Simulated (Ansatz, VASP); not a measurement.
Two plane-wave programs on Al3Cl

```
Al Cl
1.0
     4.36280    0.00000    0.00000
     0.00000    4.36280    0.00000
     0.00000    0.00000    4.36280
Al Cl
3 1
Direct
  0.00000 0.50000 0.50000
  0.50000 0.00000 0.50000
  0.50000 0.50000 0.00000
  0.00000 0.00000 0.00000
```

Alike in both runs: functional PBE; k mesh 5 × 5 × 5; occupations gaussian, width 0.2 eV; no spin polarisation.

Ansatz relaxed the structure, and its values are those at the end. VASP's run is a single point on that final structure, the one shown.

```csv
,VASP,Ansatz
version,VASP 6.6.1,Ansatz 0.2.0
potentials or method,"VASP PAW PBE potentials, release 64 (Al, Cl), cutoff 500 eV","scalar-relativistic, plane waves, PAW"
valence electrons in the cell,16,16
```

|  | VASP | Ansatz | Ansatz less VASP |
| --- | --- | --- | --- |
| gap on the k mesh at the Fermi level (eV) | none | none | - |
| pressure (GPa) | -0.5 | -0.5 | +0.02 |

A gap of «none» marks a metal or a gap that the smearing closes.
